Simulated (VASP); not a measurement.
# C (Fd-3m) in VASP: single point with PBE

Aim: the single point of C with PBE.

All numbers are computed with VASP 6.6.1; they aren't measurements. Logs are shortened: lines on timing, memory, paths and dates and some standing lists are left out, and cuts for length are marked.

## (1) The cell of the first run

The structure is cubic, space group Fd-3m (No. 227). Conventional cell: a = 3.567 Å, b = 3.567 Å, c = 3.567 Å, α = 90.00°, β = 90.00°, γ = 90.00°. C (site symmetry -43m) has 4 C at 1.54 Å within 2.1 Å.

## (2) Single point, PBE

Input file INCAR:

```
SYSTEM = C
  PREC = Accurate
  ENCUT = 520
  EDIFF = 1E-6
  ISMEAR = 0
  SIGMA = 0.01
  LREAL = .FALSE.
  LASPH = .TRUE.
  NELM = 80
  ALGO = Normal
  ISIF = 2
  LWAVE = .FALSE.
  LCHARG = .TRUE.
  GGA = PE
  LELF = .TRUE.
  LVHAR = .TRUE.
  NBANDS = 11
```

Input file KPOINTS:

```
regular mesh
0
G
  10 10 10
  0 0 0
```

Input file POSCAR:

```
C
1.0
    0.0000000000      1.7833700000      1.7833700000
    1.7833700000      0.0000000000      1.7833700000
    1.7833700000      1.7833700000      0.0000000000
C
2
Direct
    0.0000000000      0.0000000000      0.0000000000
    0.2500000000      0.2500000000      0.2500000000
```

Potentials or basis: VASP PAW PBE potentials, release 64 (C).

On the command line:

```
cat potpaw_PBE.64/C/POTCAR > POTCAR
mpirun -np 1 vasp_std > vasp.out
```

OUTCAR:

```text
SYSTEM = C
   PREC = Accurate
   ENCUT = 520
   EDIFF = 1E-6
   ISMEAR = 0
   LREAL = .FALSE.
   LASPH = .TRUE.
   NELM = 80
   ISIF = 2
   GGA = PE

 ion  position               nearest neighbor table
   1  0.000  0.000  0.000-   2 1.54   2 1.54   2 1.54   2 1.54
   2  0.250  0.250  0.250-   1 1.54   1 1.54   1 1.54   1 1.54

  LATTYP: Found a face centered cubic cell.
 ALAT       =     3.5667400000

  Lattice vectors:

 A1 = (   0.0000000000,   1.7833700000,   1.7833700000)
 A2 = (   1.7833700000,   0.0000000000,   1.7833700000)
 A3 = (   1.7833700000,   1.7833700000,   0.0000000000)

Analysis of symmetry for initial positions (statically):
=====================================================================
 Subroutine PRICEL returns:
 Original cell was already a primitive cell.

 Routine SETGRP: Setting up the symmetry group for a
 face centered cubic supercell.

 Subroutine GETGRP returns: Found 48 space group operations
 (whereof 24 operations were pure point group operations)
 out of a pool of 48 trial point group operations.

The static configuration has the point symmetry T_d .
 The point group associated with its full space group is O_h .

Analysis of symmetry for dynamics (positions and initial velocities):
=====================================================================
 Subroutine PRICEL returns:
 Original cell was already a primitive cell.

 Routine SETGRP: Setting up the symmetry group for a
 face centered cubic supercell.

 Subroutine GETGRP returns: Found 48 space group operations
 (whereof 24 operations were pure point group operations)
 out of a pool of 48 trial point group operations.

The dynamic configuration has the point symmetry T_d .
 The point group associated with its full space group is O_h .

 Subroutine INISYM returns: Found 48 space group operations
 (whereof 24 operations are pure point group operations),
 and found     1 'primitive' translations

----------------------------------------------------------------------------------------

                                     Primitive cell

  volume of cell :      11.3437

  direct lattice vectors                    reciprocal lattice vectors
[... 85 lines left out ...]
   ENCUT  =  520.0 eV  38.22 Ry    6.18 a.u.   4.69  4.69  4.69*2*pi/ulx,y,z
   NELM   =     80;   NELMIN=  2; NELMDL= -5     # of ELM steps
   EDIFF  = 0.1E-05   stopping-criterion for ELM
   LREAL  =      F    real-space projection
   EDIFFG = 0.1E-04   stopping-criterion for IOM
   NSW    =      0    number of steps for IOM
   IBRION =     -1    ionic relax: 0-MD 1-quasi-New 2-CG
   NFREE  =      0    steps in history (QN), initial steepest desc. (CG)
   ISIF   =      2    stress and relaxation
   ISYM   =      2    0-nonsym 1-usesym 2-fastsym
   POTIM  = 0.5000    time-step for ionic-motion
   TEBEG  =    0.0;   TEEND  =   0.0 temperature during run
   PSTRESS=    0.0 pullay stress
   NELECT =       8.0000    total number of electrons
   NUPDOWN=      -1.0000    fix difference up-down
   EMIN   =  10.00;   EMAX   =-10.00  energy-range for DOS
   EFERMI =   0.00;   METHOD = LEGACY
   ISMEAR =     0;   SIGMA  =   0.01  broadening in eV -4-tet -1-fermi 0-gaus
   EFERMI_NEDOS =   21; number of points for ismear=-14 and -15
   IALGO  =     38    algorithm
   IMIX   =      4    mixing-type and parameters
     AMIX     =   0.40;   BMIX     =  1.00
     AMIX_MAG =   1.60;   BMIX_MAG =  1.00
  volume/ion in A,a.u.               =       5.67        38.28
  Fermi-wavevector in a.u.,A,eV,Ry     =   1.457203  2.753714 28.891161  2.123440
  Thomas-Fermi vector in A             =   2.574032
   LORBIT       =      0    0 simple, 1 ext, 2 COOP (PROOUT), +10 PAW based schemes
   GGA     = PE    functional components
   LHFCALC =     F    Hartree Fock is set to
   AEXX    =    0.0000 exact exchange contribution
   IVDW    =     0    specifies the selected vdW correction
   LEPSILON=     F    determine dielectric tensor
   LRPA    =     F    only Hartree local field effects (RPA)
 non-spin polarized calculation
 Gauss-broadening in eV      SIGMA  =   0.01
  energy-cutoff  :      520.00
  volume of cell :       11.34
 maximum number of plane-waves:       322
   NGX =  9   NGY =  9   NGZ =  9

 number of electron       7.9999999 magnetization

 Free energy of the ion-electron system (eV)
  ---------------------------------------------------
  ext. energy  EPLUGINS =         0.00000000
  ---------------------------------------------------
  free energy    TOTEN  =       -18.18516315 eV

  energy without entropy =      -18.18516315  energy(sigma->0) =      -18.18516315

 E-fermi :   9.9443     XC(G=0): -13.2509

 val. band max:        9.7301588145   @ k =   0.0000   0.0000   0.0000
 cond. band min:      13.8992795406   @ k =   0.4000   0.4000   0.0000
 fundamental gap:      4.1691207261
 Fermi energy:         9.9443038571

 k-point     1 :       0.0000    0.0000    0.0000
  band No.  band energies     occupation
      1     -11.7472      2.00000
      2       9.7302      2.00000
      3       9.7302      2.00000
      4       9.7302      2.00000
      5      15.3200      0.00000
      6      15.3200      0.00000
      7      15.3200      0.00000
      8      23.0621      0.00000
      9      29.0239      0.00000
     10      36.2645      0.00000
     11      36.2645      0.00000
[... 309 lines left out ...]
 k-point    24 :       0.4000    0.3000    0.0000
  band No.  band energies     occupation
      1      -7.1565      2.00000
      2       1.6751      2.00000
      3       3.7481      2.00000
      4       4.3734      2.00000
      5      14.5217      0.00000
      6      17.7484      0.00000
      7      23.8120      0.00000
      8      23.8683      0.00000
      9      31.4634      0.00000
     10      32.6296      0.00000
     11      40.4933      0.00000

 [... further k-points ...]
[... 5 lines left out ...]
  --------------------------------------------------------------------------------------
  -------------------------------------------------------------------------------------
  Total        0.1740848      0.1740848      0.1740848      0.0000000      0.0000000      0.0000000
  in kB       24.5876491     24.5876491     24.5876491      0.0000000      0.0000000      0.0000000
  external PRESSURE =      24.5876491 kB  Pullay stress =       0.0000000 kB

 VOLUME and BASIS-vectors are now :
 -----------------------------------------------------------------------------
  energy-cutoff  :      520.00
  volume of cell :       11.34
      direct lattice vectors                 reciprocal lattice vectors
     0.000000000  1.783370000  1.783370000    -0.280368067  0.280368067  0.280368067
     1.783370000  0.000000000  1.783370000     0.280368067 -0.280368067  0.280368067
     1.783370000  1.783370000  0.000000000     0.280368067  0.280368067 -0.280368067

 POSITION                                       TOTAL-FORCE (eV/Angst)
 -----------------------------------------------------------------------------------
      0.00000      0.00000      0.00000        -0.000000     -0.000000      0.000000
      0.89168      0.89168      0.89168         0.000000      0.000000     -0.000000
 -----------------------------------------------------------------------------------
    total drift:                                0.000000      0.000000      0.000000

  FREE ENERGIE OF THE ION-ELECTRON SYSTEM (eV)
  ---------------------------------------------------
  free  energy   TOTEN  =       -18.1851631486 eV

  energy  without entropy=      -18.1851631486  energy(sigma->0) =      -18.18516315
```

OSZICAR:

```text
N       E                     dE             d eps       ncg     rms          rms(c)
DAV:   1     0.244797661886E+00    0.24480E+00   -0.48339E+03  1045   0.725E+02
DAV:   2    -0.184086470064E+02   -0.18653E+02   -0.18098E+02  1389   0.122E+02
DAV:   3    -0.188232611599E+02   -0.41461E+00   -0.41347E+00  1201   0.133E+01
DAV:   4    -0.188240475916E+02   -0.78643E-03   -0.78642E-03  1129   0.710E-01
DAV:   5    -0.188240484576E+02   -0.86594E-06   -0.86596E-06  1178   0.229E-02    0.556E+00
DAV:   6    -0.183446377438E+02    0.47941E+00   -0.25038E-01  1058   0.352E+00    0.332E+00
DAV:   7    -0.181832862492E+02    0.16135E+00   -0.30670E-01  1091   0.395E+00    0.758E-01
DAV:   8    -0.181851015286E+02   -0.18153E-02   -0.85859E-03  1079   0.692E-01    0.437E-02
DAV:   9    -0.181851424655E+02   -0.40937E-04   -0.63678E-05  1240   0.636E-02    0.246E-02
DAV:  10    -0.181851630776E+02   -0.20612E-04   -0.15574E-05  1085   0.347E-02    0.539E-03
DAV:  11    -0.181851631486E+02   -0.70982E-07   -0.24962E-07   927   0.456E-03
   1 F= -.18185163E+02 E0= -.18185163E+02  d E =0.000000E+00
```

stdout:

```text
POSCAR found type information on POSCAR C
 POSCAR found :  1 types and       2 ions
 scaLAPACK will be used
 LDA part: xc-table for (Slater+PW92), standard interpolation
 POSCAR, INCAR and KPOINTS ok, starting setup
 FFT: planning ... GRIDC
 FFT: planning ... GRID_SOFT
 FFT: planning ... GRID
 WAVECAR not read
 entering main loop
```

It took 6 s on 1 thread of Intel Xeon Platinum 8375C at 2.90GHz (Ice Lake), shared host; peak memory 0.12 GiB.

What came out:

```
Free energy            : -18.1852 eV
Pressure               : 2.5 GPa
Band gap on the k mesh : 4.17 eV, indirect (least direct gap 5.59 eV)
```

A k mesh can miss the band edges. Expect the measured gap to be larger: semilocal functionals such as PBE lack the derivative discontinuity.
